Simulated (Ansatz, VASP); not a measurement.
## Tl: VASP beside Ansatz

```
CELL_PARAMETERS angstrom
0.00000 2.41121 2.41121
2.41121 0.00000 2.41121
2.41121 2.41121 0.00000
ATOMIC_POSITIONS crystal
Tl 0.00000 0.00000 0.00000
```

Alike in both runs: task relaxation of cell and atoms; functional PBEsol; k mesh 11 × 11 × 11; occupations fermi-dirac, width 0.1 eV; no spin polarisation.

```csv
,VASP,Ansatz
version,VASP 6.6.1,Ansatz 0.2.0
potentials or method,"VASP PAW PBE potentials, release 64 (Tl_d), cutoff 600 eV","plane waves (420 eV) with PAW, scalar-relativistic"
valence electrons in the cell,13,13
```

|  | VASP | Ansatz | Ansatz less VASP |
| --- | --- | --- | --- |
| relaxed volume (Å³/atom) | 28.42 | 28.43 | +0.015 |
| relaxed cell length with the largest relative difference (Å) | 3.425 | 3.426 | +0.0006 |

VASP's potentials were made for PBE, not for PBEsol, and Ansatz warns of the same on its side.

Spin-orbit coupling is off throughout.
